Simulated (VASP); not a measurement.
Set up this calculation in VASP 6.6.1, as the native input.

```
Task                   : single point
Functional             : PBEsol
Potentials or basis    : VASP PAW PBE potentials, release 64 (Al)
Cutoff                 : 520 eV
k mesh                 : 20 × 20 × 20
Occupations            : gaussian, width 0.15 eV
Spin                   : no spin polarisation
Dipole correction      : no
Further INCAR settings : ALGO = Normal; EDIFF = 1e-06; NBANDS = 8
```

The structure of Al lies in POSCAR:

```
Al
1.0
    0.0000000000      2.0846994000      1.9936203000
    2.0846994000      0.0000000000      1.9936203000
    2.0846994000      2.0846994000      0.0000000000
Al
1
Direct
    0.0000000000      0.0000000000      0.0000000000
```

This cell differs from its parent crystal: strain +0.030 along x and y, -0.015 along z.

The input as run:

INCAR

```
PREC     = Accurate       # precision mode
ENCUT    = 520            # plane-wave cutoff, eV
EDIFF    = 1E-6           # SCF threshold, eV
ISMEAR   = 0              # smearing method
SIGMA    = 0.15           # smearing width, eV
LREAL    = F              # projectors in reciprocal space
LASPH    = T              # aspherical terms in the spheres
NELM     = 80             # most SCF steps
ALGO     = Normal         # electronic algorithm
ISIF     = 2              # what is computed and relaxed
LWAVE    = F              # write WAVECAR
LCHARG   = F              # write CHGCAR
GGA      = PS             # functional
NBANDS   = 8              # bands
```

KPOINTS

```
regular mesh
0
Gamma
  20 20 20
```

Potentials or basis: VASP PAW PBE potentials, release 64 (Al).

Launch:

```bash
$ cat potpaw_PBE.64/Al/POTCAR > POTCAR
$ mpirun -np 1 vasp_std > vasp.out
```

It gave:

* Pressure: -4.7 GPa

Caveat: the cell differs from its parent crystal (strain +0.030 along x and y, -0.015 along z); the PAW data sets were made with another functional, which shifts forces and pressure a little.

Run time: 39 s on 1 thread of Intel(R) Xeon(R) Platinum 8259CL CPU @ 2.50GHz (Skylake/Cascade Lake), on a shared host, peak memory 0.19 GiB.
